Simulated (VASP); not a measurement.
A run of VASP 6.6.1 is set up as follows.

The input INCAR:

```
PREC = Accurate ; ENCUT = 520
EDIFF = 1E-6 ; ISMEAR = -1
SIGMA = 0.03 ; LREAL = False
LASPH = True ; NELM = 80
ALGO = Normal ; ISIF = 2
LWAVE = False ; LCHARG = False
GGA = PE ; NBANDS = 11
```

The input KPOINTS:

```
regular mesh
0
Gamma
  18 18 18
```

File POSCAR:

```
Pt
1.0
    0.0000000000      1.9182716408      1.9182716408
    1.9182716408      0.0000000000      1.9182716408
    1.9182716408      1.9182716408      0.0000000000
Pt
1
Direct
    0.0000000000      0.0000000000      0.0000000000
```

Potentials or basis: VASP PAW PBE potentials, release 64 (Pt).

Launch:

```bash
$ cat potpaw_PBE.64/Pt/POTCAR > POTCAR
$ mpirun -np 1 vasp_std > vasp.out
```

Question: What does it give for the band gap on the k mesh?

Answer: Zero (band 5 reaches 13.16 eV, above the bottom of band 6 at 10.64 eV).

Question: Estimate the pressure.

Answer: 33.0 GPa.

Caveat: spin-orbit coupling is left out, which moves the levels of the heavy elements.
